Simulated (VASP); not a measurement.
A run of VASP 6.6.1:

POSCAR

```
BAs
1.0
    0.0000000000      2.3918698977      2.3918698977
    2.3918698977      0.0000000000      2.3918698977
    2.3918698977      2.3918698977      0.0000000000
B As
1 1
Direct
    0.0000000000      0.0000000000      0.0000000000
    0.2500000000      0.2500000000      0.2500000000
```

Contents of INCAR.step1:

```
SYSTEM = BAs
ALGO     = Normal         ! electronic algorithm
EDIFF    = 1E-5           ! SCF threshold, eV
ENCUT    = 520            ! plane-wave cutoff, eV
GGA      = PE             ! functional
ISIF     = 2              ! what is computed and relaxed
ISMEAR   = 0              ! smearing method
LASPH    = .TRUE.         ! aspherical terms in the spheres
LCHARG   = .FALSE.        ! write CHGCAR
LREAL    = .FALSE.        ! projectors in reciprocal space
LWAVE    = .TRUE.         ! write WAVECAR
NBANDS   = 11             ! bands
NELM     = 80             ! most SCF steps
PREC     = Accurate       ! precision mode
SIGMA    = 0.01           ! smearing width, eV
```

INCAR.step2

```
SYSTEM = BAs
ALGO     = Normal         ! electronic algorithm
EDIFF    = 1E-7           ! SCF threshold, eV
ENCUT    = 520            ! plane-wave cutoff, eV
GGA      = PE             ! functional
HFSCREEN = 0.2079         ! screening, 1/A
ISIF     = 2              ! what is computed and relaxed
ISMEAR   = 0              ! smearing method
ISTART   = 1            
LASPH    = .TRUE.         ! aspherical terms in the spheres
LCHARG   = .FALSE.        ! write CHGCAR
LHFCALC  = .TRUE.         ! exact exchange
LREAL    = .FALSE.        ! projectors in reciprocal space
LWAVE    = .FALSE.        ! write WAVECAR
NBANDS   = 11             ! bands
NELM     = 80             ! most SCF steps
PREC     = Accurate       ! precision mode
PRECFOCK = Normal       
SIGMA    = 0.01           ! smearing width, eV
```

KPOINTS

```
k-points
0
G
  4 4 4
  0 0 0
```

Potentials or basis: VASP PAW PBE potentials, release 64 (B, As).

The run is started by

```bash
$ cat potpaw_PBE.64/B/POTCAR potpaw_PBE.64/As/POTCAR > POTCAR
$ cp INCAR.step1 INCAR
$ mpirun -np 1 vasp_std > vasp.out
$ cp INCAR.step2 INCAR
$ mpirun -np 1 vasp_std > vasp.out
```

Hardware: 1 thread of Intel Xeon 8259CL, with other jobs on the host.

**Question.** Estimate the wall time of this run.

**Answer.** It took 3 min on 1 thread of Intel Xeon 8259CL (shared host), peak memory 0.26 GiB. Counts: k points 8.
